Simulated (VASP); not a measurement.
Wanted: the native input for a VASP 6.6.1 run.

* Task: single point
* Functional: r2SCAN
* Potentials or basis: VASP PAW PBE potentials, release 64 (Ti_sv, Si)
* Cutoff: 520 eV
* k mesh: 18 × 18 × 12
* Occupations: gaussian, width 0.15 eV
* Spin: no spin polarisation
* Dipole correction: no
* Further INCAR settings: ALGO = Normal; EDIFF = 1e-07; NBANDS = 15

Crystal: TiSi.

```xyz
2
Lattice="1.7889 -2.0859 0.0000 1.7889 2.0859 0.0000 0.0000 0.0000 3.8039" Properties=species:S:1:pos:R:3 pbc="T T T"
Ti    1.7889    0.0000    0.0000
Si    0.0000    0.0000    1.9020
```

This cell differs from its parent crystal: strain -0.015 along x and y, +0.000 along z.

The input as run:

POSCAR

```
TiSi
1.0
    1.7889353300     -2.0858596400      0.0000000000
    1.7889353300      2.0858596400      0.0000000000
    0.0000000000      0.0000000000      3.8039340000
Ti Si
1 1
Direct
    0.5000000000      0.5000000000      0.0000000000
    0.0000000000      0.0000000000      0.5000000000
```

INCAR.step1

```
ALGO = Normal
EDIFF = 1E-4
ENCUT = 520
GGA = PE
ISMEAR = 0
LASPH = T
LCHARG = F
LREAL = F
LWAVE = T
NBANDS = 15
NELM = 60
PREC = Accurate
SIGMA = 0.15
```

INCAR.step2

```
ALGO = Normal
EDIFF = 1E-7
ENCUT = 520
ISIF = 2
ISMEAR = 0
ISTART = 1
LASPH = T
LCHARG = F
LMIXTAU = T
LREAL = F
LWAVE = F
METAGGA = R2SCAN
NBANDS = 15
NELM = 60
PREC = Accurate
SIGMA = 0.15
```

KPOINTS

```
k-points
0
Gamma
  18 18 12
```

Potentials or basis: VASP PAW PBE potentials, release 64 (Ti_sv, Si).

Launch:

```bash
$ cat potpaw_PBE.64/Ti_sv/POTCAR potpaw_PBE.64/Si/POTCAR > POTCAR
$ cp INCAR.step1 INCAR
$ mpirun -np 1 vasp_std > vasp.out
$ cp INCAR.step2 INCAR
$ mpirun -np 1 vasp_std > vasp.out
```

Results of the run:

The pressure is 2.6 GPa and the band gap on the k mesh is zero (band 8 reaches 11.43 eV, above the bottom of band 9 at 9.60 eV).

Caveat: the cell differs from its parent crystal (strain -0.015 along x and y, +0.000 along z); the PAW data sets were made with another functional, which shifts forces and pressure a little.

Wall time 16 min on 1 thread of Oxide Virtual Turin-like Processor, on a shared host, peak memory 0.34 GiB.
